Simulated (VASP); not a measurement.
# Si3Ni (Fm-3m) in VASP: notebook

Runs on Si3Ni. Level: PBE. Tasks: single point.

All numbers are computed with VASP 6.6.1; they aren't measurements. Logs are shortened: lines on timing, memory, paths and dates and some standing lists are left out, and cuts for length are marked.

## Step 1: The cell of the first run

It takes space group Fm-3m (No. 225, cubic). The conventional cell has a = 6.348 Å, b = 6.348 Å, c = 6.348 Å, α = 90.00°, β = 90.00°, γ = 90.00°. Si (site symmetry -43m) has 10 Si at 2.75 to 3.17 Å and 4 Ni at 2.75 Å within 3.6 Å. Within 3.6 Å of Si (site symmetry m-3m) lie 8 Si at 2.75 Å and 6 Ni at 3.17 Å. Ni (site symmetry m-3m) has 14 Si at 2.75 to 3.17 Å within 3.6 Å.

## Step 2: Single point, PBE

Input file INCAR:

```
  PREC = Accurate
  ENCUT = 520
  EDIFF = 1E-6
  ISMEAR = 0
  SIGMA = 0.1
  LREAL = False
  LASPH = True
  NELM = 80
  ALGO = Normal
  ISIF = 2
  LWAVE = False
  LCHARG = False
  GGA = PE
  NBANDS = 19
```

Input file KPOINTS:

```
Automatic mesh
0
Gamma
  12 12 12
```

Input file POSCAR:

```
Si3Ni
1.0
    0.0000000000      3.1740239204      3.1740239204
    3.1740239204      0.0000000000      3.1740239204
    3.1740239204      3.1740239204      0.0000000000
Si Ni
3 1
Direct
    0.2500000000      0.2500000000      0.2500000000
    0.7500000000      0.7500000000      0.7500000000
    0.5000000000      0.5000000000      0.5000000000
    0.0000000000      0.0000000000      0.0000000000
```

Potentials or basis: VASP PAW PBE potentials, release 64 (Si, Ni).

The run is started by

```bash
cat potpaw_PBE.64/Si/POTCAR potpaw_PBE.64/Ni/POTCAR > POTCAR
mpirun -np 1 vasp_std > vasp.out
```

OUTCAR:

```text
PREC = Accurate
   ENCUT = 520
   EDIFF = 1E-6
   ISMEAR = 0
   LREAL = False
   LASPH = True
   NELM = 80
   ISIF = 2
   GGA = PE

 ion  position               nearest neighbor table
   1  0.250  0.250  0.250-   4 2.75   4 2.75   4 2.75   3 2.75   4 2.75   3 2.75   3 2.75   3 2.75

   2  0.750  0.750  0.750-   3 2.75   3 2.75   3 2.75   3 2.75   4 2.75   4 2.75   4 2.75   4 2.75

   3  0.500  0.500  0.500-   1 2.75   1 2.75   1 2.75   1 2.75   2 2.75   2 2.75   2 2.75   2 2.75

   4  0.000  0.000  0.000-   2 2.75   2 2.75   2 2.75   1 2.75   2 2.75   1 2.75   1 2.75   1 2.75

  LATTYP: Found a face centered cubic cell.
 ALAT       =     6.3480478408

  Lattice vectors:

 A1 = (   0.0000000000,   3.1740239204,   3.1740239204)
 A2 = (   3.1740239204,   0.0000000000,   3.1740239204)
 A3 = (   3.1740239204,   3.1740239204,   0.0000000000)

Analysis of symmetry for initial positions (statically):
=====================================================================
 Subroutine PRICEL returns:
 Original cell was already a primitive cell.

 Routine SETGRP: Setting up the symmetry group for a
 face centered cubic supercell.

 Subroutine GETGRP returns: Found 48 space group operations
[... 9 lines left out ...]

 Routine SETGRP: Setting up the symmetry group for a
 face centered cubic supercell.

 Subroutine GETGRP returns: Found 48 space group operations
[... 11 lines left out ...]
                                     Primitive cell

  volume of cell :      63.9529

  direct lattice vectors                    reciprocal lattice vectors
     0.000000000  3.174023920  3.174023920    -0.157528743  0.157528743  0.157528743
     3.174023920  0.000000000  3.174023920     0.157528743 -0.157528743  0.157528743
     3.174023920  3.174023920  0.000000000     0.157528743  0.157528743 -0.157528743

  length of vectors
     4.488747676  4.488747676  4.488747676     0.272847787  0.272847787  0.272847787

  position of ions in fractional coordinates (direct lattice)
     0.250000000  0.250000000  0.250000000
     0.750000000  0.750000000  0.750000000
     0.500000000  0.500000000  0.500000000
     0.000000000  0.000000000  0.000000000

  ion indices of the primitive-cell ions
   primitive index   ion index
                 1           1
                 2           2
                 3           3
                 4           4

----------------------------------------------------------------------------------------

 KPOINTS: Automatic mesh

Automatic generation of k-mesh.
 Grid dimensions read from file:
 generate k-points for:   12   12   12

 Generating k-lattice:

  Cartesian coordinates                     Fractional coordinates (reciprocal lattice)
    -0.013127395  0.013127395  0.013127395     0.083333333  0.000000000  0.000000000
     0.013127395 -0.013127395  0.013127395     0.000000000  0.083333333  0.000000000
     0.013127395  0.013127395 -0.013127395     0.000000000  0.000000000  0.083333333

  Length of vectors
     0.022737316  0.022737316  0.022737316

  Shift w.r.t. Gamma in fractional coordinates (k-lattice)
     0.000000000  0.000000000  0.000000000

 Subroutine IBZKPT returns following result:
 ===========================================

 Found     72 irreducible k-points:

 Following reciprocal coordinates:
            Coordinates               Weight
  0.000000  0.000000  0.000000      1.000000
  0.083333  0.000000  0.000000      8.000000
  0.166667  0.000000  0.000000      8.000000
  0.250000  0.000000  0.000000      8.000000
  0.333333  0.000000  0.000000      8.000000
  0.416667  0.000000  0.000000      8.000000
[... 16 lines left out ...]
  0.500000  0.166667  0.000000     24.000000
 -0.416667  0.166667  0.000000     24.000000
 [... further k-points ...]
   k-points           NKPTS =     72   k-points in BZ     NKDIM =     72   number of bands    NBANDS=     19
   number of dos      NEDOS =    301   number of ions     NIONS =      4
   total plane-waves  NPLWV =  46656
   dimension x,y,z NGX =    36 NGY =   36 NGZ =   36
   dimension x,y,z NGXF=    72 NGYF=   72 NGZF=   72
   ions per type =               3   1
   NGX,Y,Z   is equivalent  to a cutoff of  13.33, 13.33, 13.33 a.u.
   NGXF,Y,Z  is equivalent  to a cutoff of  26.67, 26.67, 26.67 a.u.
 SYSTEM =  unknown system
   PREC   = accura    normal or accurate (medium, high low for compatibility)
   ISTART =      0    job   : 0-new  1-cont  2-samecut
   ICHARG =      2    charge: 1-file 2-atom 10-const
   ISPIN  =      1    spin polarized calculation?
   LNONCOLLINEAR =      F non collinear calculations
   LSORBIT =      F    spin-orbit coupling
   LASPH  =      T    aspherical Exc in radial PAW
   ENCUT  =  520.0 eV  38.22 Ry    6.18 a.u.   8.35  8.35  8.35*2*pi/ulx,y,z
   NELM   =     80;   NELMIN=  2; NELMDL= -5     # of ELM steps
   EDIFF  = 0.1E-05   stopping-criterion for ELM
   LREAL  =      F    real-space projection
   EDIFFG = 0.1E-04   stopping-criterion for IOM
   NSW    =      0    number of steps for IOM
   IBRION =     -1    ionic relax: 0-MD 1-quasi-New 2-CG
   NFREE  =      0    steps in history (QN), initial steepest desc. (CG)
   ISIF   =      2    stress and relaxation
   ISYM   =      2    0-nonsym 1-usesym 2-fastsym
   POTIM  = 0.5000    time-step for ionic-motion
   TEBEG  =    0.0;   TEEND  =   0.0 temperature during run
   PSTRESS=    0.0 pullay stress
   NELECT =      22.0000    total number of electrons
   NUPDOWN=      -1.0000    fix difference up-down
   EMIN   =  10.00;   EMAX   =-10.00  energy-range for DOS
   EFERMI =   0.00;   METHOD = LEGACY
   ISMEAR =     0;   SIGMA  =   0.10  broadening in eV -4-tet -1-fermi 0-gaus
   EFERMI_NEDOS =   21; number of points for ismear=-14 and -15
   IALGO  =     38    algorithm
   IMIX   =      4    mixing-type and parameters
     AMIX     =   0.40;   BMIX     =  1.00
     AMIX_MAG =   1.60;   BMIX_MAG =  1.00
  volume/ion in A,a.u.               =      15.99       107.89
  Fermi-wavevector in a.u.,A,eV,Ry     =   1.147085  2.167676 17.902594  1.315804
  Thomas-Fermi vector in A             =   2.283766
   LORBIT       =      0    0 simple, 1 ext, 2 COOP (PROOUT), +10 PAW based schemes
   GGA     = PE    functional components
   LHFCALC =     F    Hartree Fock is set to
   AEXX    =    0.0000 exact exchange contribution
   IVDW    =     0    specifies the selected vdW correction
   LEPSILON=     F    determine dielectric tensor
   LRPA    =     F    only Hartree local field effects (RPA)
 non-spin polarized calculation
 Gauss-broadening in eV      SIGMA  =   0.10
  energy-cutoff  :      520.00
  volume of cell :       63.95
 maximum number of plane-waves:      1759
 NGX is ok and might be reduce to    36
   NGX = 17   NGY = 17   NGZ = 17

 number of electron      22.0000010 magnetization

 Free energy of the ion-electron system (eV)
  ---------------------------------------------------
  ext. energy  EPLUGINS =         0.00000000
  ---------------------------------------------------
  free energy    TOTEN  =       -20.04081016 eV

  energy without entropy =      -20.02750670  energy(sigma->0) =      -20.03415843

 E-fermi :   7.9871     XC(G=0): -10.8918

 val. band max:        7.9738052403   @ k =  -0.2500   0.5000   0.2500
 cond. band min:       8.0073682141   @ k =  -0.4167   0.3333   0.0000
 fundamental gap:      0.0335629738
 Fermi energy:         7.9871082689

 k-point     1 :       0.0000    0.0000    0.0000
  band No.  band energies     occupation
      1      -4.4441      2.00000
      2       4.2888      2.00000
      3       4.6657      2.00000
      4       4.6657      2.00000
      5       4.6657      2.00000
      6       6.2271      2.00000
[... 11 lines left out ...]
     18      12.7286      0.00000
     19      12.7286      0.00000

 k-point     2 :       0.0833    0.0000    0.0000
  band No.  band energies     occupation
      1      -4.3712      2.00000
      2       3.5393      2.00000
      3       4.6388      2.00000
      4       4.6388      2.00000
      5       5.0075      2.00000
      6       5.6597      2.00000
[... 11 lines left out ...]
     18      13.1140      0.00000
     19      13.1140      0.00000

 k-point     3 :       0.1667    0.0000    0.0000
  band No.  band energies     occupation
      1      -4.1532      2.00000
      2       2.4543      2.00000
      3       4.5439      2.00000
      4       4.5565      2.00000
      5       4.5565      2.00000
      6       5.8111      2.00000
[... 11 lines left out ...]
     18      14.0452      0.00000
     19      14.0452      0.00000

 k-point     4 :       0.2500    0.0000    0.0000
  band No.  band energies     occupation
      1      -3.7936      2.00000
      2       1.3078      2.00000
      3       4.1593      2.00000
      4       4.4332      2.00000
      5       4.4332      2.00000
      6       5.7659      2.00000
[... 11 lines left out ...]
     18      15.2584      0.00000
     19      15.2584      0.00000

 k-point     5 :       0.3333    0.0000    0.0000
  band No.  band energies     occupation
      1      -3.3008      2.00000
      2       0.2122      2.00000
      3       3.9337      2.00000
      4       4.3092      2.00000
      5       4.3092      2.00000
      6       5.8506      2.00000
[... 11 lines left out ...]
     18      14.9299      0.00000
     19      15.9959      0.00000
[... 334 lines left out ...]
      2       1.0855      2.00000
      3       2.5866      2.00000
      4       3.7510      2.00000
      5       4.3748      2.00000
      6       5.9216      2.00000
[... 11 lines left out ...]
     18      14.7064      0.00000
     19      15.1015      0.00000

 k-point    22 :       0.4167    0.1667    0.0000
  band No.  band energies     occupation
      1      -2.8584      2.00000
      2       0.0647      2.00000
      3       2.2884      2.00000
      4       3.7242      2.00000
      5       4.3647      2.00000
      6       5.9697      2.00000
[... 11 lines left out ...]
     18      14.2257      0.00000
     19      14.3260      0.00000

 k-point    23 :       0.5000    0.1667    0.0000
  band No.  band energies     occupation
      1      -2.2568      2.00000
      2      -0.8140      2.00000
      3       2.0697      2.00000
      4       3.7908      2.00000
      5       4.3826      2.00000
      6       6.0276      2.00000
[... 11 lines left out ...]
     18      14.1352      0.00000
     19      15.4964      0.00000

 k-point    24 :      -0.4167    0.1667    0.0000
  band No.  band energies     occupation
      1      -2.0930      2.00000
      2      -1.0176      2.00000
      3       1.9284      2.00000
      4       3.9518      2.00000
      5       4.5424      2.00000
      6       5.9141      2.00000
[... 11 lines left out ...]
     18      15.3576      0.00000
     19      15.3870      0.00000

 [... further k-points ...]
[... 5 lines left out ...]
  --------------------------------------------------------------------------------------
  -------------------------------------------------------------------------------------
  Total       -5.5647727     -5.5647727     -5.5647727      0.0000000      0.0000000      0.0000000
  in kB     -139.4111248   -139.4111248   -139.4111248      0.0000000      0.0000000      0.0000000
  external PRESSURE =    -139.4111248 kB  Pullay stress =       0.0000000 kB

 VOLUME and BASIS-vectors are now :
 -----------------------------------------------------------------------------
  energy-cutoff  :      520.00
  volume of cell :       63.95
      direct lattice vectors                 reciprocal lattice vectors
     0.000000000  3.174023920  3.174023920    -0.157528743  0.157528743  0.157528743
     3.174023920  0.000000000  3.174023920     0.157528743 -0.157528743  0.157528743
     3.174023920  3.174023920  0.000000000     0.157528743  0.157528743 -0.157528743

 POSITION                                       TOTAL-FORCE (eV/Angst)
 -----------------------------------------------------------------------------------
      1.58701      1.58701      1.58701         0.000000     -0.000000      0.000000
      4.76104      4.76104      4.76104        -0.000000      0.000000     -0.000000
      3.17402      3.17402      3.17402         0.000000      0.000000      0.000000
      0.00000      0.00000      0.00000         0.000000      0.000000      0.000000
 -----------------------------------------------------------------------------------
    total drift:                               -0.000000      0.000000      0.000000

  FREE ENERGIE OF THE ION-ELECTRON SYSTEM (eV)
  ---------------------------------------------------
  free  energy   TOTEN  =       -20.0408101566 eV

  energy  without entropy=      -20.0275067028  energy(sigma->0) =      -20.03415843
```

Wall time 57 s (1 thread of Intel Xeon Platinum 8488C (Sapphire Rapids), shared host); peak memory 0.24 GiB.

Results:

| Property | Result |
| --- | --- |
| Free energy | -20.0408 eV |
| Pressure | -13.9 GPa |
| Band gap on the k mesh | zero (band 11 reaches 8.65 eV, above the bottom of band 12 at 7.63 eV) |

## Step 3: Single point, PBE

This run uses another cell than the first one, of 17.32 Å³/atom, 1.083 times its volume.

Input file INCAR:

```
SYSTEM = Si3Ni
PREC = Accurate ; ENCUT = 520
EDIFF = 1E-7 ; ISMEAR = 0
SIGMA = 0.1 ; LREAL = .False.
LASPH = .True. ; NELM = 80
ALGO = Normal ; ISIF = 2
LWAVE = .False. ; LCHARG = .False.
GGA = PE ; NBANDS = 19
```

Input file KPOINTS:

```
regular mesh
0
Gamma
  12 12 12
  0 0 0
```

Input file POSCAR:

```
Si3Ni
1.0
    0.0000000000      3.2598496054      3.2598496054
    3.2598496054      0.0000000000      3.2598496054
    3.2598496054      3.2598496054      0.0000000000
Si Ni
3 1
Direct
    0.2500000000      0.2500000000      0.2500000000
    0.7500000000      0.7500000000      0.7500000000
    0.5000000000      0.5000000000      0.5000000000
    0.0000000000      0.0000000000      0.0000000000
```

Potentials or basis: VASP PAW PBE potentials, release 64 (Si, Ni).

The run is started by

```bash
cat potpaw_PBE.64/Si/POTCAR potpaw_PBE.64/Ni/POTCAR > POTCAR
mpirun -np 1 vasp_std > vasp.out
```

Run time: 65 s. Hardware: 1 thread of Intel Xeon Platinum 8488C (Sapphire Rapids), shared host; peak memory 0.25 GiB.

Results (log left out):

```
Free energy            : -19.5286 eV
Pressure               : -16.6 GPa
Band gap on the k mesh : zero (band 11 reaches 7.57 eV, above the bottom of band 12 at 6.76 eV)
```

Levels at points of the mesh, in eV from the Fermi level:
```csv
k point,band 7,band 8,band 9,band 10,band 11,band 12,band 13,band 14,band 15,band 16
"(0.00, 0.00, 0.00)",-1.49,-1.49,-1.33,-1.33,-1.33,0.45,0.45,0.45,1.86,1.86
"(0.50, 0.00, 0.00)",-1.46,-1.46,-1.39,-1.39,-0.28,-0.28,0.02,3.33,4.06,4.91
"(0.50, 0.50, 0.00)",-1.50,-1.50,-1.29,-0.98,-0.64,3.49,3.49,4.02,4.57,4.57
```
